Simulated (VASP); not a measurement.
# SnTe (Fm-3m) in VASP: further runs

SnTe is run at these levels: PBEsol-based screened hybrid with 25 % exact exchange; tasks: single point.

All numbers are computed with VASP 6.6.1; they aren't measurements. Logs are shortened: lines on timing, memory, paths and dates and some standing lists are left out, and cuts for length are marked.

### 1 The cell of the first run

It takes space group Fm-3m (No. 225, cubic). The conventional cell has a = 6.173 Å, b = 6.173 Å, c = 6.173 Å, α = 90.00°, β = 90.00°, γ = 90.00°. Te (site symmetry m-3m) has 6 Sn at 3.09 Å within 4.1 Å. Within 4.1 Å of Sn (site symmetry m-3m) lie 6 Te at 3.09 Å.

### 2 Single point, PBEsol-based screened hybrid with 25 % exact exchange

Contents of POSCAR:

```
SnTe
1.0
    0.0000000000      3.0865288906      3.0865288906
    3.0865288906      0.0000000000      3.0865288906
    3.0865288906      3.0865288906      0.0000000000
Te Sn
1 1
Direct
    0.5000000000      0.5000000000      0.5000000000
    0.0000000000      0.0000000000      0.0000000000
```

Contents of INCAR.step1:

```
SYSTEM = SnTe
ALGO = Normal
EDIFF = 1E-5
ENCUT = 520
GGA = PE
ISIF = 2
ISMEAR = -1
LASPH = .TRUE.
LREAL = .FALSE.
LWAVE = .TRUE.
NBANDS = 17
NELM = 60
PREC = Accurate
SIGMA = 0.05
```

Contents of INCAR.step2:

```
SYSTEM = SnTe
AEXX = 0.25
ALGO = Normal
EDIFF = 1E-6
ENCUT = 520
GGA = PS
HFSCREEN = 0.207
ISIF = 2
ISMEAR = -1
ISTART = 1
LASPH = .TRUE.
LCHARG = .TRUE.
LELF = .TRUE.
LHFCALC = .TRUE.
LREAL = .FALSE.
LVHAR = .TRUE.
LWAVE = .FALSE.
NBANDS = 17
NELM = 60
PREC = Accurate
PRECFOCK = Normal
SIGMA = 0.05
```

Contents of KPOINTS:

```
k-points
0
G
  4 4 4
  0 0 0
```

Potentials or basis: VASP PAW PBE potentials, release 64 (Te, Sn_d).

On the command line:

```bash
cat potpaw_PBE.64/Te/POTCAR potpaw_PBE.64/Sn_d/POTCAR > POTCAR
cp INCAR.step1 INCAR
mpirun -np 1 vasp_std > vasp.out
cp INCAR.step2 INCAR
mpirun -np 1 vasp_std > vasp.out
```

OUTCAR:

```text
SYSTEM = SnTe
   AEXX = 0.25
   EDIFF = 1E-6
   ENCUT = 520
   GGA = PS
   HFSCREEN = 0.207
   ISIF = 2
   ISMEAR = -1
   ISTART = 1
   LASPH = .TRUE.
   LHFCALC = .TRUE.
   LREAL = .FALSE.
   NELM = 60
   PREC = Accurate
   PRECFOCK = Normal

 ion  position               nearest neighbor table
   1  0.500  0.500  0.500-   2 3.09   2 3.09   2 3.09   2 3.09   2 3.09   2 3.09
   2  0.000  0.000  0.000-   1 3.09   1 3.09   1 3.09   1 3.09   1 3.09   1 3.09

  LATTYP: Found a face centered cubic cell.
 ALAT       =     6.1730577812

  Lattice vectors:

 A1 = (   0.0000000000,   3.0865288906,   3.0865288906)
 A2 = (   3.0865288906,   0.0000000000,   3.0865288906)
 A3 = (   3.0865288906,   3.0865288906,   0.0000000000)

Analysis of symmetry for initial positions (statically):
=====================================================================
 Subroutine PRICEL returns:
 Original cell was already a primitive cell.

 Routine SETGRP: Setting up the symmetry group for a
 face centered cubic supercell.

 Subroutine GETGRP returns: Found 48 space group operations
 (whereof 48 operations were pure point group operations)
 out of a pool of 48 trial point group operations.

The static configuration has the point symmetry O_h .

Analysis of symmetry for dynamics (positions and initial velocities):
=====================================================================
 Subroutine PRICEL returns:
 Original cell was already a primitive cell.

 Routine SETGRP: Setting up the symmetry group for a
 face centered cubic supercell.

 Subroutine GETGRP returns: Found 48 space group operations
 (whereof 48 operations were pure point group operations)
 out of a pool of 48 trial point group operations.

The dynamic configuration has the point symmetry O_h .

 Subroutine INISYM returns: Found 48 space group operations
 (whereof 48 operations are pure point group operations),
 and found     1 'primitive' translations

----------------------------------------------------------------------------------------

                                     Primitive cell

  volume of cell :      58.8086

  direct lattice vectors                    reciprocal lattice vectors
     0.000000000  3.086528891  3.086528891    -0.161994272  0.161994272  0.161994272
     3.086528891  0.000000000  3.086528891     0.161994272 -0.161994272  0.161994272
     3.086528891  3.086528891  0.000000000     0.161994272  0.161994272 -0.161994272

  length of vectors
     4.365011018  4.365011018  4.365011018     0.280582309  0.280582309  0.280582309

  position of ions in fractional coordinates (direct lattice)
     0.500000000  0.500000000  0.500000000
     0.000000000  0.000000000  0.000000000
[... 70 lines left out ...]
   PSTRESS=    0.0 pullay stress
   NELECT =      20.0000    total number of electrons
   NUPDOWN=      -1.0000    fix difference up-down
   EMIN   =  10.00;   EMAX   =-10.00  energy-range for DOS
   EFERMI =   0.00;   METHOD = LEGACY
   ISMEAR =    -1;   SIGMA  =   0.05  broadening in eV -4-tet -1-fermi 0-gaus
   EFERMI_NEDOS =   21; number of points for ismear=-14 and -15
   IALGO  =     38    algorithm
   IMIX   =      1    mixing-type and parameters
     AMIX     =   0.40;   BMIX     =  1.00
     AMIX_MAG =   1.60;   BMIX_MAG =  1.00
  volume/ion in A,a.u.               =      29.40       198.43
  Fermi-wavevector in a.u.,A,eV,Ry     =   1.142715  2.159418 17.766446  1.305797
  Thomas-Fermi vector in A             =   2.279412
   LORBIT       =      0    0 simple, 1 ext, 2 COOP (PROOUT), +10 PAW based schemes
   GGA     = PS    functional components
   LHFCALC =     T    Hartree Fock is set to
   PRECFOCK=normal    Normal, Fast or Accurate (Low or Medium for compatibility)
   ENCUT4O =  -1.0   cutoff for four orbital integrals eV
   NKREDX  =     1    reduce k-point grid by
   NKREDY  =     1    reduce k-point grid by
   NKREDZ  =     1    reduce k-point grid by
   AEXX    =    0.2500 exact exchange contribution
   HFSCREEN=    0.2070 screening length (either q_TF or 0.3 A-1)
   HFSCREENC=   0.2070 screening length for correlation (either q_TF or 0.3 A-1)
   ENCUTFOCK=  -1.0 apply spherical cutoff to Coloumb kernel
   IVDW    =     0    specifies the selected vdW correction
   LEPSILON=     F    determine dielectric tensor
   LRPA    =     F    only Hartree local field effects (RPA)
 non-spin polarized calculation
  energy-cutoff  :      520.00
  volume of cell :       58.81
 maximum number of plane-waves:      1604
  NGX = 28; NGY = 28; NGZ = 28

 number of electron      19.9999995 magnetization

 Free energy of the ion-electron system (eV)
  ---------------------------------------------------
  ext. energy  EPLUGINS =         0.00000000
  ---------------------------------------------------
  free energy    TOTEN  =        -9.55002774 eV

  energy without entropy =       -9.54749898  energy(sigma->0) =       -9.54876336

 E-fermi :   7.6919     XC(G=0):  -8.2411

 val. band max:        7.5391982500   @ k =   0.5000   0.0000   0.0000
 cond. band min:       7.8630725995   @ k =   0.5000   0.0000   0.0000
 fundamental gap:      0.3238743495
 Fermi energy:         7.6919011784

 k-point     1 :       0.0000    0.0000    0.0000
  band No.  band energies     occupation
      1     -16.7568      2.00000
      2     -16.7568      2.00000
      3     -16.7365      2.00000
      4     -16.7365      2.00000
      5     -16.7364      2.00000
      6      -7.2741      2.00000
[... 137 lines left out ...]
      4     -16.7322      2.00000
      5     -16.7217      2.00000
      6      -5.1190      2.00000
[... 9 lines left out ...]
     16      18.8703      0.00000
     17      19.6128      0.00000

------------------------ aborting loop because EDIFF is reached ----------------------------------------

  FORCE on cell =-STRESS in cart. coord.  units (eV):
  Direction    XX          YY          ZZ          XY          YZ          ZX
  --------------------------------------------------------------------------------------
  -------------------------------------------------------------------------------------
  Total        0.6378853      0.6378853      0.6378853     -0.0000000      0.0000000      0.0000000
  in kB       17.3784931     17.3784931     17.3784931     -0.0000000      0.0000000      0.0000000
  external PRESSURE =      17.3784931 kB  Pullay stress =       0.0000000 kB

 VOLUME and BASIS-vectors are now :
 -----------------------------------------------------------------------------
  energy-cutoff  :      520.00
  volume of cell :       58.81
      direct lattice vectors                 reciprocal lattice vectors
     0.000000000  3.086528891  3.086528891    -0.161994272  0.161994272  0.161994272
     3.086528891  0.000000000  3.086528891     0.161994272 -0.161994272  0.161994272
     3.086528891  3.086528891  0.000000000     0.161994272  0.161994272 -0.161994272

 POSITION                                       TOTAL-FORCE (eV/Angst)
 -----------------------------------------------------------------------------------
      3.08653      3.08653      3.08653         0.000000      0.000000      0.000000
      0.00000      0.00000      0.00000        -0.000000     -0.000000     -0.000000
 -----------------------------------------------------------------------------------
    total drift:                                0.000006     -0.000003      0.000002

  FREE ENERGIE OF THE ION-ELECTRON SYSTEM (eV)
  ---------------------------------------------------
  free  energy   TOTEN  =        -9.5500277395 eV

  energy  without entropy=       -9.5474989806  energy(sigma->0) =       -9.54876336
```

OUTCAR.step1:

```text
SYSTEM = SnTe
   EDIFF = 1E-5
   ENCUT = 520
   GGA = PE
   ISIF = 2
   ISMEAR = -1
   LASPH = .TRUE.
[... 361 lines left out ...]
      3.08653      3.08653      3.08653         0.000000      0.000000      0.000000
      0.00000      0.00000      0.00000        -0.000000     -0.000000     -0.000000
 -----------------------------------------------------------------------------------
    total drift:                                0.000000     -0.000000     -0.000000

  FREE ENERGIE OF THE ION-ELECTRON SYSTEM (eV)
  ---------------------------------------------------
  free  energy   TOTEN  =        -7.4678146699 eV

  energy  without entropy=       -7.4635886160  energy(sigma->0) =       -7.46570164
```

OSZICAR.step1:

```text
N       E                     dE             d eps       ncg     rms          rms(c)
DAV:   1     0.129387811052E+03    0.12939E+03   -0.96298E+03   272   0.139E+03
DAV:   2     0.397743893983E+01   -0.12541E+03   -0.12212E+03   272   0.331E+02
DAV:   3    -0.721937386180E+01   -0.11197E+02   -0.11141E+02   366   0.912E+01
DAV:   4    -0.749346127905E+01   -0.27409E+00   -0.27390E+00   303   0.144E+01
DAV:   5    -0.750499848318E+01   -0.11537E-01   -0.11537E-01   416   0.293E+00    0.724E+00
DAV:   6    -0.746811490980E+01    0.36884E-01   -0.79579E-02   395   0.221E+00    0.451E+00
DAV:   7    -0.746883370978E+01   -0.71880E-03   -0.45436E-02   351   0.125E+00    0.452E-01
DAV:   8    -0.746770549176E+01    0.11282E-02   -0.83204E-03   364   0.759E-01    0.202E-01
DAV:   9    -0.746780725693E+01   -0.10177E-03   -0.45657E-04   367   0.190E-01    0.104E-01
DAV:  10    -0.746781466988E+01   -0.74130E-05   -0.27863E-05   339   0.521E-02
   1 F= -.74678147E+01 E0= -.74657016E+01  d E =-.422605E-02
```

It took 19 min on 1 thread of AMD EPYC 7R43 (Zen 3), shared host; peak memory 0.27 GiB.

Results:

| Property | Result |
| --- | --- |
| Free energy | -9.5500 eV |
| Pressure | 1.7 GPa |
| Band gap on the k mesh | 0.32 eV |

Caveat: the k points lie up to 0.44 Å⁻¹ apart; the PAW data sets were made with another functional, which shifts forces and pressure a little; spin-orbit coupling is left out, which moves the levels of the heavy elements.

[end of part 1 of 2]
